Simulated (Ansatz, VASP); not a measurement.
AlAs4 in VASP and in Ansatz

```
CELL_PARAMETERS angstrom
4.84292 0.00000 0.00000
0.00000 4.84292 0.00000
0.00000 0.00000 4.84292
ATOMIC_POSITIONS crystal
Al 0.00000 0.00000 0.00000
As 0.69404 0.30596 0.69404
As 0.30596 0.69404 0.69404
As 0.69404 0.69404 0.30596
As 0.30596 0.30596 0.30596
```

Alike in both runs: functional PBE; k mesh 4 × 4 × 4; occupations gaussian, width 0.2 eV; no spin polarisation.

Ansatz relaxed the structure, and its values are those at the end. VASP's run is a single point on that final structure, the one shown.

|  | VASP | Ansatz |
| --- | --- | --- |
| version | VASP 6.6.1 | Ansatz 0.2.0 |
| potentials or method | VASP PAW PBE potentials, release 64 (Al, As), cutoff 500 eV | scalar-relativistic, plane waves, PAW |
| valence electrons in the cell | 23 | 63 |

VASP gave:

* gap on the k mesh at the Fermi level (eV): none
* pressure (GPa): 0.0
* rms of the force components (eV/Å): 0.065

Question: Which values does Ansatz return?

Answer: gap on the k mesh at the Fermi level (eV): none; pressure (GPa): -0.1; rms of the force components (eV/Å): 0.055.

A gap of «none» marks a metal or a gap that the smearing closes. VASP's potentials hold 23 valence electrons a cell and Ansatz's 63, so a difference there can come from the potentials and not from the codes.
